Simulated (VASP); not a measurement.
# GaAs (F-43m) in VASP: further runs, part 3 of 3

VASP 6.6.1. The steps go on from the part before.

## Step 6: Single point, PBE0

Input file POSCAR:

```
GaAs
1.0
    0.0000000000      2.8330850957      2.8330850957
    2.8330850957      0.0000000000      2.8330850957
    2.8330850957      2.8330850957      0.0000000000
Ga As
1 1
Direct
    0.0000000000      0.0000000000      0.0000000000
    0.2500000000      0.2500000000      0.2500000000
```

Input file INCAR.step1:

```
SYSTEM = GaAs
ALGO = Normal ; EDIFF = 1E-5
ENCUT = 520 ; GGA = PE
ISIF = 2 ; ISMEAR = 0
LASPH = .TRUE. ; LCHARG = .FALSE.
LREAL = .FALSE. ; LWAVE = .TRUE.
NBANDS = 16 ; NELM = 100
PREC = Accurate ; SIGMA = 0.01
```

Input file INCAR.step2:

```
SYSTEM = GaAs
AEXX = 0.25 ; ALGO = Normal
EDIFF = 1E-6 ; ENCUT = 520
GGA = PE ; ISIF = 2
ISMEAR = 0 ; ISTART = 1
LASPH = .TRUE. ; LCHARG = .FALSE.
LHFCALC = .TRUE. ; LREAL = .FALSE.
LWAVE = .FALSE. ; NBANDS = 16
NELM = 100 ; PREC = Accurate
PRECFOCK = Normal ; SIGMA = 0.01
```

Input file KPOINTS:

```
k-points
0
G
  4 4 4
  0 0 0
```

Potentials or basis: VASP PAW PBE potentials, release 64 (Ga_d, As).

Run with:

```sh
$ cat potpaw_PBE.64/Ga_d/POTCAR potpaw_PBE.64/As/POTCAR > POTCAR
$ cp INCAR.step1 INCAR
$ mpirun -np 1 vasp_std > vasp.out
$ cp INCAR.step2 INCAR
$ mpirun -np 1 vasp_std > vasp.out
```

OUTCAR:

```text
SYSTEM = GaAs
   AEXX = 0.25
   EDIFF = 1E-6
   ENCUT = 520
   GGA = PE
   ISIF = 2
   ISMEAR = 0
   ISTART = 1
   LASPH = .TRUE.
   LHFCALC = .TRUE.
   LREAL = .FALSE.
   NELM = 100
   PREC = Accurate
   PRECFOCK = Normal

 ion  position               nearest neighbor table
   1  0.000  0.000  0.000-   2 2.45   2 2.45   2 2.45   2 2.45
   2  0.250  0.250  0.250-   1 2.45   1 2.45   1 2.45   1 2.45

  LATTYP: Found a face centered cubic cell.
 ALAT       =     5.6661701914

  Lattice vectors:

 A1 = (   0.0000000000,   2.8330850957,   2.8330850957)
 A2 = (   2.8330850957,   0.0000000000,   2.8330850957)
 A3 = (   2.8330850957,   2.8330850957,   0.0000000000)

Analysis of symmetry for initial positions (statically):
=====================================================================
 Subroutine PRICEL returns:
 Original cell was already a primitive cell.

 Routine SETGRP: Setting up the symmetry group for a
 face centered cubic supercell.

 Subroutine GETGRP returns: Found 24 space group operations
 (whereof 24 operations were pure point group operations)
 out of a pool of 48 trial point group operations.

The static configuration has the point symmetry T_d .

Analysis of symmetry for dynamics (positions and initial velocities):
=====================================================================
 Subroutine PRICEL returns:
 Original cell was already a primitive cell.

 Routine SETGRP: Setting up the symmetry group for a
 face centered cubic supercell.

 Subroutine GETGRP returns: Found 24 space group operations
 (whereof 24 operations were pure point group operations)
 out of a pool of 48 trial point group operations.

The dynamic configuration has the point symmetry T_d .

 Subroutine INISYM returns: Found 24 space group operations
 (whereof 24 operations are pure point group operations),
 and found     1 'primitive' translations

----------------------------------------------------------------------------------------

                                     Primitive cell

  volume of cell :      45.4788

  direct lattice vectors                    reciprocal lattice vectors
     0.000000000  2.833085096  2.833085096    -0.176486051  0.176486051  0.176486051
     2.833085096  0.000000000  2.833085096     0.176486051 -0.176486051  0.176486051
     2.833085096  2.833085096  0.000000000     0.176486051  0.176486051 -0.176486051

  length of vectors
     4.006587366  4.006587366  4.006587366     0.305682807  0.305682807  0.305682807

  position of ions in fractional coordinates (direct lattice)
     0.000000000  0.000000000  0.000000000
     0.250000000  0.250000000  0.250000000

  ion indices of the primitive-cell ions
   primitive index   ion index
                 1           1
                 2           2

----------------------------------------------------------------------------------------

 KPOINTS: k-points

Automatic generation of k-mesh.
 Grid dimensions read from file:
 generate k-points for:    4    4    4

[... 22 lines left out ...]
  0.500000  0.000000  0.000000      4.000000
  0.250000  0.250000  0.000000      6.000000
  0.500000  0.250000  0.000000     24.000000
 -0.250000  0.250000  0.000000     12.000000
  0.500000  0.500000  0.000000      3.000000
 -0.250000  0.500000  0.250000      6.000000
   k-points           NKPTS =      8   k-points in BZ     NKDIM =     64   number of bands    NBANDS=     16
   number of dos      NEDOS =    301   number of ions     NIONS =      2
   total plane-waves  NPLWV =  27000
   dimension x,y,z NGX =    30 NGY =   30 NGZ =   30
   dimension x,y,z NGXF=    60 NGYF=   60 NGZF=   60
   ions per type =               1   1
   NGX,Y,Z   is equivalent  to a cutoff of  12.45, 12.45, 12.45 a.u.
   NGXF,Y,Z  is equivalent  to a cutoff of  24.90, 24.90, 24.90 a.u.
 SYSTEM =  GaAs
   PREC   = accura    normal or accurate (medium, high low for compatibility)
   ISTART =      1    job   : 0-new  1-cont  2-samecut
   ICHARG =      0    charge: 1-file 2-atom 10-const
   ISPIN  =      1    spin polarized calculation?
   LNONCOLLINEAR =      F non collinear calculations
   LSORBIT =      F    spin-orbit coupling
   LASPH  =      T    aspherical Exc in radial PAW
   ENCUT  =  520.0 eV  38.22 Ry    6.18 a.u.   7.45  7.45  7.45*2*pi/ulx,y,z
   NELM   =    100;   NELMIN=  2; NELMDL=  0     # of ELM steps
   EDIFF  = 0.1E-05   stopping-criterion for ELM
   LREAL  =      F    real-space projection
   EDIFFG = 0.1E-04   stopping-criterion for IOM
   NSW    =      0    number of steps for IOM
   IBRION =     -1    ionic relax: 0-MD 1-quasi-New 2-CG
   NFREE  =      0    steps in history (QN), initial steepest desc. (CG)
   ISIF   =      2    stress and relaxation
   ISYM   =      3    0-nonsym 1-usesym 2-fastsym
   POTIM  = 0.5000    time-step for ionic-motion
   TEBEG  =    0.0;   TEEND  =   0.0 temperature during run
   PSTRESS=    0.0 pullay stress
   NELECT =      18.0000    total number of electrons
   NUPDOWN=      -1.0000    fix difference up-down
   EMIN   =  10.00;   EMAX   =-10.00  energy-range for DOS
   EFERMI =   0.00;   METHOD = LEGACY
   ISMEAR =     0;   SIGMA  =   0.01  broadening in eV -4-tet -1-fermi 0-gaus
   EFERMI_NEDOS =   21; number of points for ismear=-14 and -15
   IALGO  =     38    algorithm
   IMIX   =      1    mixing-type and parameters
     AMIX     =   0.40;   BMIX     =  1.00
     AMIX_MAG =   1.60;   BMIX_MAG =  1.00
  volume/ion in A,a.u.               =      22.74       153.45
  Fermi-wavevector in a.u.,A,eV,Ry     =   1.201977  2.271407 19.656990  1.444748
  Thomas-Fermi vector in A             =   2.337771
   LORBIT       =      0    0 simple, 1 ext, 2 COOP (PROOUT), +10 PAW based schemes
   GGA     = PE    functional components
   LHFCALC =     T    Hartree Fock is set to
   PRECFOCK=normal    Normal, Fast or Accurate (Low or Medium for compatibility)
   ENCUT4O =  -1.0   cutoff for four orbital integrals eV
   NKREDX  =     1    reduce k-point grid by
   NKREDY  =     1    reduce k-point grid by
   NKREDZ  =     1    reduce k-point grid by
   AEXX    =    0.2500 exact exchange contribution
   HFSCREEN=    0.0000 screening length (either q_TF or 0.3 A-1)
   HFSCREENC=   0.0000 screening length for correlation (either q_TF or 0.3 A-1)
   ENCUTFOCK=  -1.0 apply spherical cutoff to Coloumb kernel
   IVDW    =     0    specifies the selected vdW correction
   LEPSILON=     F    determine dielectric tensor
   LRPA    =     F    only Hartree local field effects (RPA)
 non-spin polarized calculation
 Gauss-broadening in eV      SIGMA  =   0.01
  energy-cutoff  :      520.00
  volume of cell :       45.48
 maximum number of plane-waves:      1243
 NGX is ok and might be reduce to    30
  NGX = 24; NGY = 24; NGZ = 24

 number of electron      17.9999990 magnetization

 Free energy of the ion-electron system (eV)
  ---------------------------------------------------
  ext. energy  EPLUGINS =         0.00000000
  ---------------------------------------------------
  free energy    TOTEN  =       -10.63133964 eV

  energy without entropy =      -10.63133964  energy(sigma->0) =      -10.63133964

 E-fermi :   3.1758     XC(G=0):  -7.5428

 val. band max:        3.0859798024   @ k =   0.0000   0.0000   0.0000
 cond. band min:       5.2100924642   @ k =   0.0000   0.0000   0.0000
 fundamental gap:      2.1241126618
 Fermi energy:         3.1757537608

 k-point     1 :       0.0000    0.0000    0.0000
  band No.  band energies     occupation
      1     -14.3302      2.00000
      2     -14.3302      2.00000
      3     -14.3302      2.00000
      4     -14.2508      2.00000
      5     -14.2508      2.00000
      6     -10.8646      2.00000
[... 129 lines left out ...]
      3     -14.2898      2.00000
      4     -14.2611      2.00000
      5     -14.2475      2.00000
      6      -8.0810      2.00000
[... 8 lines left out ...]
     15      17.2651      0.00000
     16      18.3032      0.00000

------------------------ aborting loop because EDIFF is reached ----------------------------------------

  FORCE on cell =-STRESS in cart. coord.  units (eV):
  Direction    XX          YY          ZZ          XY          YZ          ZX
  --------------------------------------------------------------------------------------
  -------------------------------------------------------------------------------------
  Total        0.1420635      0.1420635      0.1420635      0.0000000     -0.0000000      0.0000000
  in kB        5.0047722      5.0047722      5.0047722      0.0000000     -0.0000000      0.0000000
  external PRESSURE =       5.0047722 kB  Pullay stress =       0.0000000 kB

 VOLUME and BASIS-vectors are now :
 -----------------------------------------------------------------------------
  energy-cutoff  :      520.00
  volume of cell :       45.48
      direct lattice vectors                 reciprocal lattice vectors
     0.000000000  2.833085096  2.833085096    -0.176486051  0.176486051  0.176486051
     2.833085096  0.000000000  2.833085096     0.176486051 -0.176486051  0.176486051
     2.833085096  2.833085096  0.000000000     0.176486051  0.176486051 -0.176486051

 POSITION                                       TOTAL-FORCE (eV/Angst)
 -----------------------------------------------------------------------------------
      0.00000      0.00000      0.00000        -0.000000     -0.000000     -0.000000
      1.41654      1.41654      1.41654         0.000000      0.000000      0.000000
 -----------------------------------------------------------------------------------
    total drift:                               -0.000063     -0.000069     -0.000049

  FREE ENERGIE OF THE ION-ELECTRON SYSTEM (eV)
  ---------------------------------------------------
  free  energy   TOTEN  =       -10.6313396387 eV

  energy  without entropy=      -10.6313396387  energy(sigma->0) =      -10.63133964
```

It took 5 min on 1 thread of Intel Xeon 6975P-C (Granite Rapids), shared host; peak memory 0.18 GiB.

Results:

| Quantity | Value |
| --- | --- |
| Free energy | -10.6313 eV |
| Pressure | 0.5 GPa |
| Band gap on the k mesh | 2.12 eV, direct |

Levels at points of the mesh, in eV from the valence-band top:
```csv
k point,band 6,band 7,band 8,band 9,band 10,band 11,band 12,band 13
"(0.00, 0.00, 0.00)",-13.95,0.00,0.00,0.00,2.12,5.29,5.29,5.29
"(0.50, 0.00, 0.00)",-12.04,-7.22,-1.23,-1.23,2.50,6.21,6.21,9.38
"(0.50, 0.50, 0.00)",-11.23,-7.40,-2.90,-2.90,2.82,3.08,12.24,12.24
```

Caveat: the k points lie up to 0.48 Å⁻¹ apart; the PAW data sets were made with another functional, which shifts forces and pressure a little. A k mesh can miss the band edges.

## Step 7: The runs side by side

| level | k mesh | grid for exact exchange (PRECFOCK) | screening parameter | gap on the mesh (eV) | pressure (GPa) |
| --- | --- | --- | --- | --- | --- |
| r2SCAN | 6 × 6 × 6 | - | - | 0.94 | 0.1 |
| PBE | 6 × 6 × 6, shifted | - | - | 1.15 | 3.0 |
| PBE | 6 × 6 × 6 | - | - | 0.47 | 2.9 |
| HSE06 | 4 × 4 × 4 | Normal | 0.2079 1/Å | 1.41 | 0.8 |
| PBE0 | 4 × 4 × 4 | Normal | - | 2.12 | 0.5 |

Alike in all rows: task single point; potentials or basis VASP PAW PBE potentials, release 64 (Ga_d, As); no spin polarisation; cell as given; cutoff (eV) 520; smearing gaussian 0.01 eV.

Caveats: some runs use coarse meshes; the PAW data sets were made with another functional, which shifts forces and pressure a little (some runs).

Total energies depend on the potentials used, so only differences within one code and one set of settings carry meaning.
